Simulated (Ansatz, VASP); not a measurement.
**LiCl: VASP beside Ansatz**

File POSCAR:

```
LiCl
1.0
    0.0000000000      2.5006410000      2.6288790000
    2.5006410000      0.0000000000      2.6288790000
    2.5006410000      2.5006410000      0.0000000000
Li Cl
1 1
Direct
    0.0000000000      0.0000000000      0.0000000000
    0.5000000000      0.5000000000      0.5000000000
```

INCAR.step1

```
SYSTEM = LiCl
ALGO     = Normal         ! electronic algorithm
EDIFF    = 1E-4           ! SCF threshold, eV
ENCUT    = 520            ! plane-wave cutoff, eV
GGA      = PE             ! functional
ISMEAR   = 0              ! smearing method
LASPH    = .TRUE.         ! aspherical terms in the spheres
LCHARG   = .FALSE.        ! write CHGCAR
LREAL    = .FALSE.        ! projectors in reciprocal space
LWAVE    = .TRUE.         ! write WAVECAR
NBANDS   = 12             ! bands
NELM     = 60             ! most SCF steps
PREC     = Accurate       ! precision mode
SIGMA    = 0.05           ! smearing width, eV
```

Contents of INCAR.step2:

```
SYSTEM = LiCl
ALGO     = Normal         ! electronic algorithm
EDIFF    = 1E-7           ! SCF threshold, eV
ENCUT    = 520            ! plane-wave cutoff, eV
ISIF     = 2              ! what is computed and relaxed
ISMEAR   = 0              ! smearing method
ISTART   = 1            
LASPH    = .TRUE.         ! aspherical terms in the spheres
LCHARG   = .FALSE.        ! write CHGCAR
LMIXTAU  = .TRUE.       
LREAL    = .FALSE.        ! projectors in reciprocal space
LWAVE    = .FALSE.        ! write WAVECAR
METAGGA  = R2SCAN         ! meta-GGA
NBANDS   = 12             ! bands
NELM     = 60             ! most SCF steps
PREC     = Accurate       ! precision mode
SIGMA    = 0.05           ! smearing width, eV
```

File KPOINTS:

```
k-points
0
G
  8 8 8
  0 0 0
```

Input for Ansatz:

```yaml
crystal:
  lattice:
    - [0.0, 2.500641, 2.628879]
    - [2.500641, 0.0, 2.628879]
    - [2.500641, 2.500641, 0.0]
  atoms:
    - { symbol: Li, position: [0.0, 0.0, 0.0] }
    - { symbol: Cl, position: [0.5, 0.5, 0.5] }
basis:
  ecutwfc: 500
kpoints:
  mp_grid: { grid: [8, 8, 8] }
hamiltonian:
  xc: r2scan
scf:
  occupations: { method: gaussian, width: 0.05 }
output:
  forces: true
  stress: true
  eigenvalues: true
```

Change from the starting cell: strain -0.025 along x and y, +0.025 along z, atoms carried along.

Alike in both runs: task single point; functional r2SCAN; k mesh 8 × 8 × 8; occupations gaussian, width 0.05 eV; no spin polarisation.

|  | VASP | Ansatz |
| --- | --- | --- |
| version | VASP 6.6.1 | Ansatz 0.2.0 |
| potentials or method | VASP PAW PBE potentials, release 64 (Li_sv, Cl), cutoff 520 eV | scalar-relativistic, plane waves, PAW |
| valence electrons in the cell | 10 | 10 |

|  | VASP | Ansatz | Ansatz less VASP |
| --- | --- | --- | --- |
| gap on the k mesh at the Fermi level (eV) | 7.39 | 7.31 | -0.075 |
| least direct gap on the mesh (eV) | 7.39 | 7.31 | -0.075 |

VASP's potentials were made for PBE, not for r2SCAN.

Noted on VASP's run: the cutoff is short for stress, so the pressure is rough.
